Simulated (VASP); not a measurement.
# MgS (P1) in VASP: relaxation of cell and atoms with PBE

Aim: the relaxation of cell and atoms of MgS with PBE.

Everything below comes from runs of VASP 6.6.1. Logs are shortened: lines on timing, memory, paths and dates and some standing lists are left out, and cuts for length are marked.

**1. The cell of the first run**

The typed cell holds 4 atoms: a = 3.997 Å, b = 4.063 Å, c = 6.938 Å, α = 72.71°, β = 71.24°, γ = 59.26°.

**2. Relaxation of cell and atoms, PBE**

INCAR reads:

```
SYSTEM = MgS
PREC = Accurate ; ENCUT = 600
EDIFF = 1E-6 ; ISMEAR = 0
SIGMA = 0.1 ; LREAL = .False.
LASPH = .True. ; NELM = 80
ALGO = Normal ; ISIF = 3
LWAVE = .False. ; LCHARG = .False.
GGA = PE ; IBRION = 2
NSW = 80 ; EDIFFG = -0.025
```

KPOINTS reads:

```
Automatic mesh
0
Gamma
  6 6 6
  0 0 0
```

POSCAR reads:

```
MgS
1.0
    0.0001650844      2.8809479347      2.7707138230
    2.8653522000      2.8802838084      0.0008292107
   -2.8247410728      5.7191272788     -2.7281103169
Mg S
2 2
Direct
   -0.0090470646      0.0127846564      1.0080946133
    0.5009676049      0.4882420321      0.5056429869
    0.3903928417      0.3675414125      0.8564236138
    0.8676866180      0.8814318990      0.3798387860
```

Potentials or basis: VASP PAW PBE potentials, release 64 (Mg, S).

Started as:

```console
cat potpaw_PBE.64/Mg/POTCAR potpaw_PBE.64/S/POTCAR > POTCAR
mpirun -np 1 vasp_std > vasp.out
```

OUTCAR:

```text
SYSTEM = MgS
   PREC = Accurate
   ENCUT = 600
   EDIFF = 1E-6
   ISMEAR = 0
   LREAL = .False.
   LASPH = .True.
   NELM = 80
   ISIF = 3
   GGA = PE
   IBRION = 2
   NSW = 80
   EDIFFG = -0.025

 ion  position               nearest neighbor table
   1  0.991  0.013  0.008-   4 2.41   3 2.47   3 2.48   3 2.61
   2  0.501  0.488  0.506-   3 2.28   4 2.40   4 2.49   4 2.49
   3  0.390  0.368  0.856-   2 2.28   1 2.47   1 2.48   1 2.61
   4  0.868  0.881  0.380-   2 2.40   1 2.41   2 2.49   2 2.49

  Warning from LATTYP: Got some problem with cell dimensions!
  Tried to take original basis but could not verify dimensions!
  LATTYP: Found a triclinic cell.
 ALAT       =     3.9970884552
 B/A-ratio  =     0.9970175405
 C/A-ratio  =     1.7356610412
 COS(alpha) =     0.0195554734
 COS(beta)  =     0.3215714383
 COS(gamma) =     0.4818862448

  Lattice vectors:

 A1 = (  -0.0001650844,  -2.8809479347,  -2.7707138230)
 A2 = (   2.8651871156,  -0.0006641263,  -2.7698846123)
 A3 = (   2.8247410728,  -5.7191272788,   2.7281103169)

Analysis of symmetry for initial positions (statically):
=====================================================================
 Subroutine PRICEL returns:
 Original cell was already a primitive cell.

 Routine SETGRP: Setting up the symmetry group for a
 triclinic supercell.

 Subroutine GETGRP returns: Found  1 space group operations
 (whereof  1 operations were pure point group operations)
 out of a pool of  2 trial point group operations.

The static configuration has the point symmetry C_1 .

Analysis of symmetry for dynamics (positions and initial velocities):
=====================================================================
 Subroutine PRICEL returns:
 Original cell was already a primitive cell.

 Routine SETGRP: Setting up the symmetry group for a
 triclinic supercell.

 Subroutine GETGRP returns: Found  1 space group operations
 (whereof  1 operations were pure point group operations)
 out of a pool of  2 trial point group operations.

The dynamic configuration has the point symmetry C_1 .

 Subroutine INISYM returns: Found  1 space group operations
 (whereof  1 operations are pure point group operations),
 and found     1 'primitive' translations

----------------------------------------------------------------------------------------

                                     Primitive cell

  volume of cell :      90.4596

  direct lattice vectors                    reciprocal lattice vectors
     0.000165084  2.880947935  2.770713823    -0.086917013  0.086388382  0.271097618
     2.865352200  2.880283808  0.000829211     0.262057544  0.086514893 -0.089972542
    -2.824741073  5.719127279 -2.728110317    -0.088194699  0.087763761 -0.091250228

  length of vectors
     3.997088455  4.062791988  6.937590710     0.297508720  0.290265467  0.154296425

  position of ions in fractional coordinates (direct lattice)
     0.990952935  0.012784656  0.008094613
     0.500967605  0.488242032  0.505642987
     0.390392842  0.367541413  0.856423614
     0.867686618  0.881431899  0.379838786

  ion indices of the primitive-cell ions
   primitive index   ion index
                 1           1
                 2           2
                 3           3
                 4           4

----------------------------------------------------------------------------------------

 KPOINTS: Automatic mesh

Automatic generation of k-mesh.
 Grid dimensions read from file:
 generate k-points for:    6    6    6

 Generating k-lattice:

  Cartesian coordinates                     Fractional coordinates (reciprocal lattice)
    -0.014486169  0.014398064  0.045182936     0.166666667 -0.000000000  0.000000000
     0.043676257  0.014419149 -0.014995424     0.000000000  0.166666667  0.000000000
    -0.014699117  0.014627294 -0.015208371     0.000000000 -0.000000000  0.166666667

  Length of vectors
     0.049584787  0.048377578  0.025716071

  Shift w.r.t. Gamma in fractional coordinates (k-lattice)
     0.000000000  0.000000000  0.000000000

 Subroutine IBZKPT returns following result:
 ===========================================

 Found    112 irreducible k-points:

 Following reciprocal coordinates:
            Coordinates               Weight
  0.000000  0.000000  0.000000      1.000000
  0.166667  0.000000  0.000000      2.000000
  0.333333  0.000000  0.000000      2.000000
  0.500000 -0.000000  0.000000      1.000000
  0.000000  0.166667  0.000000      2.000000
  0.166667  0.166667  0.000000      2.000000
[... 16 lines left out ...]
  0.333333  0.000000  0.166667      2.000000
  0.500000  0.000000  0.166667      2.000000
 [... further k-points ...]
   k-points           NKPTS =    112   k-points in BZ     NKDIM =    112   number of bands    NBANDS=     12
   number of dos      NEDOS =    301   number of ions     NIONS =      4
   total plane-waves  NPLWV =  57344
   dimension x,y,z NGX =    32 NGY =   32 NGZ =   56
   dimension x,y,z NGXF=    64 NGYF=   64 NGZF=  112
   ions per type =               2   2
   NGX,Y,Z   is equivalent  to a cutoff of  13.31, 13.09, 13.42 a.u.
   NGXF,Y,Z  is equivalent  to a cutoff of  26.62, 26.19, 26.84 a.u.
 SYSTEM =  MgS
   PREC   = accura    normal or accurate (medium, high low for compatibility)
   ISTART =      0    job   : 0-new  1-cont  2-samecut
   ICHARG =      2    charge: 1-file 2-atom 10-const
   ISPIN  =      1    spin polarized calculation?
   LNONCOLLINEAR =      F non collinear calculations
   LSORBIT =      F    spin-orbit coupling
   LASPH  =      T    aspherical Exc in radial PAW
   ENCUT  =  600.0 eV  44.10 Ry    6.64 a.u.   7.98  8.11 13.86*2*pi/ulx,y,z
   NELM   =     80;   NELMIN=  2; NELMDL= -5     # of ELM steps
   EDIFF  = 0.1E-05   stopping-criterion for ELM
   LREAL  =      F    real-space projection
   EDIFFG = -.3E-01   stopping-criterion for IOM
   NSW    =     80    number of steps for IOM
   IBRION =      2    ionic relax: 0-MD 1-quasi-New 2-CG
   NFREE  =      1    steps in history (QN), initial steepest desc. (CG)
   ISIF   =      3    stress and relaxation
   ISYM   =      2    0-nonsym 1-usesym 2-fastsym
   POTIM  = 0.5000    time-step for ionic-motion
   TEBEG  =    0.0;   TEEND  =   0.0 temperature during run
   PSTRESS=    0.0 pullay stress
   NELECT =      16.0000    total number of electrons
   NUPDOWN=      -1.0000    fix difference up-down
   EMIN   =  10.00;   EMAX   =-10.00  energy-range for DOS
   EFERMI =   0.00;   METHOD = LEGACY
   ISMEAR =     0;   SIGMA  =   0.10  broadening in eV -4-tet -1-fermi 0-gaus
   EFERMI_NEDOS =   21; number of points for ismear=-14 and -15
   IALGO  =     38    algorithm
   IMIX   =      4    mixing-type and parameters
     AMIX     =   0.40;   BMIX     =  1.00
     AMIX_MAG =   1.60;   BMIX_MAG =  1.00
  volume/ion in A,a.u.               =      22.61       152.61
  Fermi-wavevector in a.u.,A,eV,Ry     =   0.918960  1.736583 11.489953  0.844488
  Thomas-Fermi vector in A             =   2.044100
   LORBIT       =      0    0 simple, 1 ext, 2 COOP (PROOUT), +10 PAW based schemes
   GGA     = PE    functional components
   LHFCALC =     F    Hartree Fock is set to
   AEXX    =    0.0000 exact exchange contribution
   IVDW    =     0    specifies the selected vdW correction
   LEPSILON=     F    determine dielectric tensor
   LRPA    =     F    only Hartree local field effects (RPA)
 conjugate gradient relaxation of ions
 non-spin polarized calculation
 Gauss-broadening in eV      SIGMA  =   0.10
  energy-cutoff  :      600.00
  volume of cell :       90.46
 maximum number of plane-waves:      3042
   NGX = 15   NGY = 17   NGZ = 27

--------------------------------------- Ionic step        1  -------------------------------------------

 number of electron      16.0000000 magnetization

 Free energy of the ion-electron system (eV)
  ---------------------------------------------------
  ext. energy  EPLUGINS =         0.00000000
  ---------------------------------------------------
  free energy    TOTEN  =       -16.76618559 eV

  energy without entropy =      -16.76618559  energy(sigma->0) =      -16.76618559

------------------------ aborting loop because EDIFF is reached ----------------------------------------

  FORCE on cell =-STRESS in cart. coord.  units (eV):
  Direction    XX          YY          ZZ          XY          YZ          ZX
  --------------------------------------------------------------------------------------
  -------------------------------------------------------------------------------------
  Total        0.9723776      0.8668247      1.2053357     -1.0308389     -1.0801624      0.9890306
  in kB       17.2222975     15.3527943     21.3483414    -18.2577366    -19.1313309     17.5172481
  external PRESSURE =      17.9744777 kB  Pullay stress =       0.0000000 kB
[... 95 lines left out ...]
  FREE ENERGIE OF THE ION-ELECTRON SYSTEM (eV)
  ---------------------------------------------------
  free  energy   TOTEN  =       -16.9055737494 eV

  energy  without entropy=      -16.9055737494  energy(sigma->0) =      -16.90557375

[... ionic steps 4 to 8 ...]

--------------------------------------- Ionic step        9  -------------------------------------------

 number of electron      15.9999999 magnetization

------------------------ aborting loop because EDIFF is reached ----------------------------------------

  FORCE on cell =-STRESS in cart. coord.  units (eV):
  Direction    XX          YY          ZZ          XY          YZ          ZX
  --------------------------------------------------------------------------------------
  -------------------------------------------------------------------------------------
  Total       -0.0211788     -0.0244150      0.0818282     -0.0027846      0.0236701      0.0046040
  in kB       -0.3679559     -0.4241812      1.4216667     -0.0483798      0.4112400      0.0799895
  external PRESSURE =       0.2098432 kB  Pullay stress =       0.0000000 kB
[... 61 lines left out ...]
  energy  without entropy=      -16.9457387108  energy(sigma->0) =      -16.94573871

--------------------------------------- Ionic step       11  -------------------------------------------

 number of electron      15.9999999 magnetization

 Free energy of the ion-electron system (eV)
  ---------------------------------------------------
  ext. energy  EPLUGINS =         0.00000000
  ---------------------------------------------------
  free energy    TOTEN  =       -16.94584601 eV

  energy without entropy =      -16.94584601  energy(sigma->0) =      -16.94584601

 E-fermi :   1.4067     XC(G=0):  -8.3268

 val. band max:        0.9681188865   @ k =   0.0000   0.0000   0.0000
 cond. band min:       4.3379210303   @ k =   0.0000   0.0000   0.0000
 fundamental gap:      3.3698021438
 Fermi energy:         1.4066624977

 k-point     1 :       0.0000    0.0000    0.0000
  band No.  band energies     occupation
      1     -10.2518      2.00000
      2      -9.5946      2.00000
      3      -2.1067      2.00000
      4       0.6292      2.00000
      5       0.6455      2.00000
      6       0.9565      2.00000
      7       0.9603      2.00000
      8       0.9681      2.00000
      9       4.3379      0.00000
     10       6.0130      0.00000
     11       8.5591      0.00000
     12       8.5832      0.00000
[... 331 lines left out ...]
 k-point    24 :       0.5000    0.0000    0.1667
  band No.  band energies     occupation
      1      -9.5471      2.00000
      2      -9.4392      2.00000
      3      -1.8499      2.00000
      4      -1.5983      2.00000
      5      -0.3836      2.00000
      6       0.0547      2.00000
      7       0.0913      2.00000
      8       0.4345      2.00000
      9       5.5526      0.00000
     10       6.5928      0.00000
     11       7.3075      0.00000
     12       7.7298      0.00000

 [... further k-points ...]
[... 5 lines left out ...]
  --------------------------------------------------------------------------------------
  -------------------------------------------------------------------------------------
  Total       -0.0126524     -0.0119813      0.0231210      0.0184924     -0.0348142     -0.0120717
  in kB       -0.2197324     -0.2080769      0.4015393      0.3211554     -0.6046139     -0.2096469
  external PRESSURE =      -0.0087567 kB  Pullay stress =       0.0000000 kB
[... 19 lines left out ...]
  FREE ENERGIE OF THE ION-ELECTRON SYSTEM (eV)
  ---------------------------------------------------
  free  energy   TOTEN  =       -16.9458460074 eV

  energy  without entropy=      -16.9458460074  energy(sigma->0) =      -16.94584601

 reached required accuracy - stopping structural energy minimisation
```

Run time: 5.1 min. Hardware: 1 thread of Intel Xeon 6975P-C (Granite Rapids), shared host; peak memory 0.34 GiB.

Results:

```
Free energy                           : -16.9458 eV
Relaxed volume                        : 23.06 Å³/atom
Relaxed cell                          : a = 4.026 Å, b = 4.030 Å, c = 6.973 Å, α = 73.22°, β = 73.06°, γ = 59.94°
Space group after relaxing (to 0.1 Å) : F-43m (No. 216)
Energy gained by relaxing             : 44.9 meV/atom
Ionic steps                           : 11
Pressure after relaxing               : 0.0 GPa
Largest force after relaxing          : 0.022 eV/Å
Band gap on the k mesh                : 3.37 eV
```

Forces in eV/Å, atoms in the order of the input:
```
Mg  -0.001  0.003 -0.010
Mg   0.018  0.011 -0.007
S   -0.003 -0.009  0.005
S   -0.014 -0.006  0.012
```

Stress tensor (GPa, compression positive):
```
-0.02  0.03 -0.02
 0.03 -0.02 -0.06
-0.02 -0.06  0.04
```

The path:
```csv
step,energy change (eV),largest force (eV/Å),pressure (GPa),volume (Å³)
1,0.0000,1.7304,1.80,90.46
2,-0.1384,0.3618,-0.83,93.78
3,-0.1394,0.4097,-0.67,93.47
4,-0.1661,0.2161,-0.17,92.53
5,-0.1748,0.0970,0.38,91.61
6,-0.1774,0.0668,-0.06,92.33
7,-0.1776,0.0736,-0.18,92.54
8,-0.1788,0.0392,-0.08,92.37
9,-0.1792,0.0459,0.02,92.22
10,-0.1796,0.0254,0.01,92.24
11,-0.1797,0.0224,0.00,92.25
```

Final structure:
```
Mg S
1.0
    -0.00072    2.85124    2.84190
     2.84957    2.84962    0.00110
    -2.84861    5.69644   -2.83800
Mg S
2 2
Cartesian
  -2.8458 5.7004 -2.8345
  -0.0031 5.6929 0.0008
  -1.4226 7.1275 -1.4154
  1.4233 7.1208 1.4199
```

Levels at points of the mesh, in eV from the valence-band top:
```csv
k point,band 4,band 5,band 6,band 7,band 8,band 9,band 10,band 11,band 12
"(0.00, 0.00, 0.00)",-0.34,-0.32,-0.01,-0.01,0.00,3.37,5.04,7.59,7.62
"(0.50, 0.00, 0.00)",-2.60,-1.30,-1.29,-0.71,-0.71,5.19,5.19,6.90,6.93
"(0.00, 0.50, 0.00)",-2.61,-1.30,-1.29,-0.70,-0.70,5.19,5.20,6.92,6.94
"(0.50, 0.50, 0.00)",-2.77,-1.02,-1.01,-0.33,-0.32,3.89,5.05,5.63,7.59
"(0.00, 0.00, 0.50)",-1.82,-0.19,-0.18,-0.18,-0.17,4.88,4.88,7.72,7.72
"(0.50, 0.00, 0.50)",-2.76,-1.03,-1.03,-0.34,-0.32,3.89,5.05,5.60,7.60
"(0.00, 0.50, 0.50)",-2.78,-1.02,-1.01,-0.33,-0.32,3.89,5.05,5.63,7.59
"(0.50, 0.50, 0.50)",-2.60,-1.30,-1.29,-0.70,-0.70,5.19,5.20,6.91,6.95
```

A k mesh can miss the band edges.
